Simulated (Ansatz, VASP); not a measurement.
**InSb in VASP and in Ansatz**

```
In Sb
1.0
     0.00000    3.28172    3.28172
     3.28172    0.00000    3.28172
     3.28172    3.28172    0.00000
In Sb
1 1
Direct
  0.00000 0.00000 0.00000
  0.75000 0.75000 0.75000
```

Change from the starting cell: volume scaled by 1.04.

Alike in both runs: task single point; functional LDA; k mesh 10 × 10 × 10; occupations fermi-dirac, width 0.03 eV; no spin polarisation.

```csv
,VASP,Ansatz
version,VASP 6.6.1,Ansatz 0.2.0
potentials or method,"VASP PAW LDA potentials, release 64 (In_d, Sb), cutoff 520 eV","all-electron LAPW, scalar-relativistic"
```

|  | VASP | Ansatz | Ansatz less VASP |
| --- | --- | --- | --- |
| pressure (GPa) | -2.1 | -2.1 | -0.05 |

LDA's correlation is that of Perdew and Zunger in VASP and of Perdew and Wang (1992) in Ansatz. Ansatz ran all-electron here, and VASP with PAW potentials.

Neither program's run includes spin-orbit coupling.
